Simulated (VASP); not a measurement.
# HgF3 (Fm-3m) in VASP: a series of runs

Runs on HgF3. Level: PBEsol. Tasks: single point.

All numbers are computed with VASP 6.6.1; they aren't measurements. Logs are shortened: lines on timing, memory, paths and dates and some standing lists are left out, and cuts for length are marked.

**1. The cell of the first run**

It takes space group Fm-3m (No. 225, cubic). Conventional cell: a = 5.298 Å, b = 5.298 Å, c = 5.298 Å, α = 90.00°, β = 90.00°, γ = 90.00°. Within 3.0 Å of Hg (site symmetry m-3m) lie 14 F at 2.29 to 2.65 Å. F (site symmetry m-3m) has 8 F at 2.29 Å and 6 Hg at 2.65 Å within 3.0 Å. Within 3.0 Å of F (site symmetry -43m) lie 4 Hg at 2.29 Å and 10 F at 2.29 to 2.65 Å.

**2. Single point, PBEsol**

The input, INCAR:

```
SYSTEM = HgF3
PREC = Accurate
ENCUT = 700
EDIFF = 1E-6
ISMEAR = -1
SIGMA = 0.05
LREAL = .False.
LASPH = .True.
NELM = 120
ALGO = Normal
ISIF = 2
LWAVE = .False.
LCHARG = .False.
GGA = PS
NBANDS = 28
GGA_COMPAT = .False.
```

The input, KPOINTS:

```
regular mesh
0
Gamma
  8 8 8
  0 0 0
```

The input, POSCAR:

```
HgF3
1.0
    0.0000000000      2.6489118110      2.6489118110
    2.6489118110      0.0000000000      2.6489118110
    2.6489118110      2.6489118110      0.0000000000
Hg F
1 3
Direct
    0.0000000000      0.0000000000      0.0000000000
    0.5000000000      0.5000000000      0.5000000000
    0.2500000000      0.2500000000      0.2500000000
    0.7500000000      0.7500000000      0.7500000000
```

Potentials or basis: VASP PAW PBE potentials, release 64 (Hg_sv_GW, F).

Run with:

```
> cat potpaw_PBE.64/Hg_sv_GW/POTCAR potpaw_PBE.64/F/POTCAR > POTCAR
> mpirun -np 1 vasp_std > vasp.out
```

OUTCAR:

```text
SYSTEM = HgF3
   PREC = Accurate
   ENCUT = 700
   EDIFF = 1E-6
   ISMEAR = -1
   LREAL = .False.
   LASPH = .True.
   NELM = 120
   ISIF = 2
   GGA = PS

 ion  position               nearest neighbor table
   1  0.000  0.000  0.000-   3 2.29   4 2.29   4 2.29   4 2.29   4 2.29   3 2.29   3 2.29   3 2.29

   2  0.500  0.500  0.500-
   3  0.250  0.250  0.250-   1 2.29   1 2.29   1 2.29   1 2.29
   4  0.750  0.750  0.750-   1 2.29   1 2.29   1 2.29   1 2.29

  LATTYP: Found a face centered cubic cell.
 ALAT       =     5.2978236220

  Lattice vectors:

 A1 = (   0.0000000000,   2.6489118110,   2.6489118110)
 A2 = (   2.6489118110,   0.0000000000,   2.6489118110)
 A3 = (   2.6489118110,   2.6489118110,   0.0000000000)

Analysis of symmetry for initial positions (statically):
=====================================================================
 Subroutine PRICEL returns:
 Original cell was already a primitive cell.

 Routine SETGRP: Setting up the symmetry group for a
 face centered cubic supercell.

 Subroutine GETGRP returns: Found 48 space group operations
 (whereof 48 operations were pure point group operations)
 out of a pool of 48 trial point group operations.

The static configuration has the point symmetry O_h .

Analysis of symmetry for dynamics (positions and initial velocities):
=====================================================================
 Subroutine PRICEL returns:
 Original cell was already a primitive cell.

 Routine SETGRP: Setting up the symmetry group for a
 face centered cubic supercell.

 Subroutine GETGRP returns: Found 48 space group operations
 (whereof 48 operations were pure point group operations)
 out of a pool of 48 trial point group operations.

The dynamic configuration has the point symmetry O_h .

 Subroutine INISYM returns: Found 48 space group operations
 (whereof 48 operations are pure point group operations),
 and found     1 'primitive' translations

----------------------------------------------------------------------------------------

                                     Primitive cell

  volume of cell :      37.1734

  direct lattice vectors                    reciprocal lattice vectors
     0.000000000  2.648911811  2.648911811    -0.188756756  0.188756756  0.188756756
     2.648911811  0.000000000  2.648911811     0.188756756 -0.188756756  0.188756756
     2.648911811  2.648911811  0.000000000     0.188756756  0.188756756 -0.188756756

  length of vectors
     3.746127009  3.746127009  3.746127009     0.326936291  0.326936291  0.326936291

  position of ions in fractional coordinates (direct lattice)
     0.000000000  0.000000000  0.000000000
     0.500000000  0.500000000  0.500000000
     0.250000000  0.250000000  0.250000000
     0.750000000  0.750000000  0.750000000

  ion indices of the primitive-cell ions
   primitive index   ion index
                 1           1
                 2           2
                 3           3
                 4           4

----------------------------------------------------------------------------------------

 KPOINTS: regular mesh

Automatic generation of k-mesh.
 Grid dimensions read from file:
 generate k-points for:    8    8    8

 Generating k-lattice:

  Cartesian coordinates                     Fractional coordinates (reciprocal lattice)
    -0.023594594  0.023594594  0.023594594     0.125000000  0.000000000  0.000000000
     0.023594594 -0.023594594  0.023594594     0.000000000  0.125000000  0.000000000
     0.023594594  0.023594594 -0.023594594     0.000000000  0.000000000  0.125000000

  Length of vectors
     0.040867036  0.040867036  0.040867036

  Shift w.r.t. Gamma in fractional coordinates (k-lattice)
     0.000000000  0.000000000  0.000000000

 Subroutine IBZKPT returns following result:
 ===========================================

 Found     29 irreducible k-points:

 Following reciprocal coordinates:
            Coordinates               Weight
  0.000000  0.000000  0.000000      1.000000
  0.125000  0.000000  0.000000      8.000000
  0.250000  0.000000  0.000000      8.000000
  0.375000  0.000000  0.000000      8.000000
  0.500000  0.000000  0.000000      4.000000
  0.125000  0.125000  0.000000      6.000000
[... 16 lines left out ...]
  0.500000  0.250000  0.125000     48.000000
 -0.375000  0.250000  0.125000     24.000000
 [... further k-points ...]
   k-points           NKPTS =     29   k-points in BZ     NKDIM =     29   number of bands    NBANDS=     28
   number of dos      NEDOS =    301   number of ions     NIONS =      4
   total plane-waves  NPLWV =  32768
   dimension x,y,z NGX =    32 NGY =   32 NGZ =   32
   dimension x,y,z NGXF=    64 NGYF=   64 NGZF=   64
   ions per type =               1   3
   NGX,Y,Z   is equivalent  to a cutoff of  14.20, 14.20, 14.20 a.u.
   NGXF,Y,Z  is equivalent  to a cutoff of  28.40, 28.40, 28.40 a.u.
 SYSTEM =  HgF3
   PREC   = accura    normal or accurate (medium, high low for compatibility)
   ISTART =      0    job   : 0-new  1-cont  2-samecut
   ICHARG =      2    charge: 1-file 2-atom 10-const
   ISPIN  =      1    spin polarized calculation?
   LNONCOLLINEAR =      F non collinear calculations
   LSORBIT =      F    spin-orbit coupling
   LASPH  =      T    aspherical Exc in radial PAW
   ENCUT  =  700.0 eV  51.45 Ry    7.17 a.u.   8.08  8.08  8.08*2*pi/ulx,y,z
   NELM   =    120;   NELMIN=  2; NELMDL= -5     # of ELM steps
   EDIFF  = 0.1E-05   stopping-criterion for ELM
   LREAL  =      F    real-space projection
   EDIFFG = 0.1E-04   stopping-criterion for IOM
   NSW    =      0    number of steps for IOM
   IBRION =     -1    ionic relax: 0-MD 1-quasi-New 2-CG
   NFREE  =      0    steps in history (QN), initial steepest desc. (CG)
   ISIF   =      2    stress and relaxation
   ISYM   =      2    0-nonsym 1-usesym 2-fastsym
   POTIM  = 0.5000    time-step for ionic-motion
   TEBEG  =    0.0;   TEEND  =   0.0 temperature during run
   PSTRESS=    0.0 pullay stress
   NELECT =      41.0000    total number of electrons
   NUPDOWN=      -1.0000    fix difference up-down
   EMIN   =  10.00;   EMAX   =-10.00  energy-range for DOS
   EFERMI =   0.00;   METHOD = LEGACY
   ISMEAR =    -1;   SIGMA  =   0.05  broadening in eV -4-tet -1-fermi 0-gaus
   EFERMI_NEDOS =   21; number of points for ismear=-14 and -15
   IALGO  =     38    algorithm
   IMIX   =      4    mixing-type and parameters
     AMIX     =   0.40;   BMIX     =  1.00
     AMIX_MAG =   1.60;   BMIX_MAG =  1.00
  volume/ion in A,a.u.               =       9.29        62.71
  Fermi-wavevector in a.u.,A,eV,Ry     =   1.691448  3.196373 38.926212  2.860996
  Thomas-Fermi vector in A             =   2.773213
   LORBIT       =      0    0 simple, 1 ext, 2 COOP (PROOUT), +10 PAW based schemes
   GGA     = PS    functional components
   LHFCALC =     F    Hartree Fock is set to
   AEXX    =    0.0000 exact exchange contribution
   IVDW    =     0    specifies the selected vdW correction
   LEPSILON=     F    determine dielectric tensor
   LRPA    =     F    only Hartree local field effects (RPA)
 non-spin polarized calculation
  energy-cutoff  :      700.00
  volume of cell :       37.17
 maximum number of plane-waves:      1588
   NGX = 17   NGY = 17   NGZ = 17

 number of electron      41.0000006 magnetization

 Free energy of the ion-electron system (eV)
  ---------------------------------------------------
  ext. energy  EPLUGINS =         0.00000000
  ---------------------------------------------------
  free energy    TOTEN  =        -9.10739812 eV

  energy without entropy =       -9.05973744  energy(sigma->0) =       -9.08356778

 E-fermi :   3.7840     XC(G=0): -13.1195

 val. band max:        3.7807774046   @ k =   0.3750   0.3750   0.0000
 cond. band min:       3.7953202897   @ k =   0.3750   0.2500   0.1250
 fundamental gap:      0.0145428851
 Fermi energy:         3.7839705440

 k-point     1 :       0.0000    0.0000    0.0000
  band No.  band energies     occupation
      1    -108.4347      2.00000
      2     -56.7953      2.00000
      3     -56.7953      2.00000
      4     -56.7953      2.00000
      5     -19.2375      2.00000
      6     -17.3241      2.00000
[... 20 lines left out ...]
     27      23.2191      0.00000
     28      26.4157      0.00000

 k-point     2 :       0.1250    0.0000    0.0000
  band No.  band energies     occupation
      1    -108.4348      2.00000
      2     -56.7962      2.00000
      3     -56.7955      2.00000
      4     -56.7955      2.00000
      5     -19.1388      2.00000
      6     -17.3793      2.00000
[... 20 lines left out ...]
     27      23.5459      0.00000
     28      26.2651      0.00000

 k-point     3 :       0.2500    0.0000    0.0000
  band No.  band energies     occupation
      1    -108.4348      2.00000
      2     -56.7980      2.00000
      3     -56.7958      2.00000
      4     -56.7958      2.00000
      5     -18.8673      2.00000
      6     -17.5311      2.00000
[... 20 lines left out ...]
     27      24.2136      0.00000
     28      25.9309      0.00000

 k-point     4 :       0.3750    0.0000    0.0000
  band No.  band energies     occupation
      1    -108.4348      2.00000
      2     -56.7998      2.00000
      3     -56.7961      2.00000
      4     -56.7961      2.00000
      5     -18.4921      2.00000
      6     -17.7661      2.00000
[... 578 lines left out ...]
     27      24.6485      0.00000
     28      24.6764      0.00000

 k-point    23 :       0.5000    0.2500    0.1250
  band No.  band energies     occupation
      1    -108.4348      2.00000
      2     -56.7995      2.00000
      3     -56.7974      2.00000
      4     -56.7965      2.00000
      5     -18.3325      2.00000
      6     -17.7821      2.00000
[... 20 lines left out ...]
     27      24.2373      0.00000
     28      24.8916      0.00000

 k-point    24 :      -0.3750    0.2500    0.1250
  band No.  band energies     occupation
      1    -108.4348      2.00000
      2     -56.7999      2.00000
      3     -56.7976      2.00000
      4     -56.7966      2.00000
      5     -18.0523      2.00000
      6     -17.9874      2.00000
[... 20 lines left out ...]
     27      23.9869      0.00000
     28      24.8797      0.00000

 [... further k-points ...]

------------------------ aborting loop because EDIFF is reached ----------------------------------------

  FORCE on cell =-STRESS in cart. coord.  units (eV):
  Direction    XX          YY          ZZ          XY          YZ          ZX
  --------------------------------------------------------------------------------------
  -------------------------------------------------------------------------------------
  Total        6.8173800      6.8173800      6.8173800      0.0000000      0.0000000     -0.0000000
  in kB      293.8296308    293.8296308    293.8296308      0.0000000      0.0000000     -0.0000000
  external PRESSURE =     293.8296308 kB  Pullay stress =       0.0000000 kB

 VOLUME and BASIS-vectors are now :
 -----------------------------------------------------------------------------
  energy-cutoff  :      700.00
  volume of cell :       37.17
      direct lattice vectors                 reciprocal lattice vectors
     0.000000000  2.648911811  2.648911811    -0.188756756  0.188756756  0.188756756
     2.648911811  0.000000000  2.648911811     0.188756756 -0.188756756  0.188756756
     2.648911811  2.648911811  0.000000000     0.188756756  0.188756756 -0.188756756

 POSITION                                       TOTAL-FORCE (eV/Angst)
 -----------------------------------------------------------------------------------
      0.00000      0.00000      0.00000        -0.000000     -0.000000     -0.000000
      2.64891      2.64891      2.64891        -0.000000     -0.000000     -0.000000
      1.32446      1.32446      1.32446        -0.000000     -0.000000     -0.000000
      3.97337      3.97337      3.97337         0.000000      0.000000      0.000000
 -----------------------------------------------------------------------------------
    total drift:                                0.000000     -0.000000      0.000000

  FREE ENERGIE OF THE ION-ELECTRON SYSTEM (eV)
  ---------------------------------------------------
  free  energy   TOTEN  =        -9.1073981245 eV

  energy  without entropy=       -9.0597374409  energy(sigma->0) =       -9.08356778
```

Run time: 50 s. Hardware: 1 thread of AMD EPYC 7R13 (Zen 3), shared host; peak memory 0.18 GiB.

Results:

* Free energy: -9.1074 eV
* Pressure: 29.4 GPa
* Band gap on the k mesh: zero (an odd number of electrons rules out a gap without spin polarisation)

Levels at points of the mesh, in eV from the Fermi level:
| k point | band 19 | band 20 | band 21 | band 22 | band 23 | band 24 |
| --- | --- | --- | --- | --- | --- | --- |
| (0.00, 0.00, 0.00) | -0.34 | -0.34 | -0.34 | 2.05 | 14.09 | 14.09 |
| (0.50, 0.00, 0.00) | -0.50 | 0.22 | 0.22 | 5.60 | 11.26 | 13.37 |
| (0.50, 0.50, 0.00) | -0.77 | -0.39 | -0.39 | 5.46 | 11.37 | 15.10 |

Caveat: the cell stands under pressure; the PAW data sets were made with another functional, which shifts forces and pressure a little; spin-orbit coupling is left out, which moves the levels of the heavy elements; an odd number of electrons without spin polarisation forces a metal; a magnetic or distorted state may lie lower.

(Continued in part 2 of 2.)
